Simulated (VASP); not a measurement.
**Ta2N: single point with LDA**

Ta2N:

```
CELL_PARAMETERS angstrom
5.16097 0.00000 0.00000
-2.58049 4.46953 0.00000
0.00000 0.00000 5.01285
ATOMIC_POSITIONS crystal
Ta 0.71474 0.71474 0.75260
Ta 0.00000 0.28526 0.75260
Ta 0.28526 0.00000 0.75260
Ta 0.28526 0.28526 0.24740
Ta 0.00000 0.71474 0.24740
Ta 0.71474 0.00000 0.24740
N 0.66667 0.33333 0.50000
N 0.33333 0.66667 0.50000
N 0.00000 0.00000 0.00000
```

This cell differs from its parent crystal: c/a of the conventional cell at fixed volume 0.9713.

* Program: VASP 6.6.1
* Task: single point
* Functional: LDA
* Potentials or basis: VASP PAW LDA potentials, release 64 (Ta_pv, N)
* Cutoff: 520 eV
* k mesh: 9 × 9 × 8
* Occupations: gaussian, width 0.15 eV
* Spin: no spin polarisation

```yaml
Pressure: 28.1 GPa
Largest_force: 10.313 eV/Å
```

Forces on the atoms (eV/Å):
```
Ta  -4.881 -8.455 -3.324
Ta  -4.881  8.455 -3.324
Ta   9.763  0.000 -3.324
Ta   4.881  8.455  3.324
Ta   4.881 -8.455  3.324
Ta  -9.763  0.000  3.324
N    0.000  0.000  0.000
N    0.000  0.000  0.000
N    0.000  0.000  0.000
```

Stress tensor (GPa, compression positive):
```
34.37  0.00  0.00
 0.00 34.37  0.00
 0.00  0.00 15.50
```

Levels at points of the mesh, in eV from the Fermi level:
```csv
k point,band 39,band 40,band 41,band 42,band 43,band 44
"(0.00, 0.00, 0.00)",-0.38,-0.13,-0.13,0.37,0.37,1.67
"(0.00, 0.00, 0.50)",-0.79,-0.79,-0.62,0.00,0.00,1.96
```

It took 6.5 min on 1 thread of Intel(R) Xeon(R) Platinum 8488C (Sapphire Rapids) (shared host), peak memory 0.43 GiB.

Caveat: spin-orbit coupling is left out, which moves the levels of the heavy elements; forces of over 1 eV/Å act on the atoms, so gaps and moduli don't describe the material at rest.
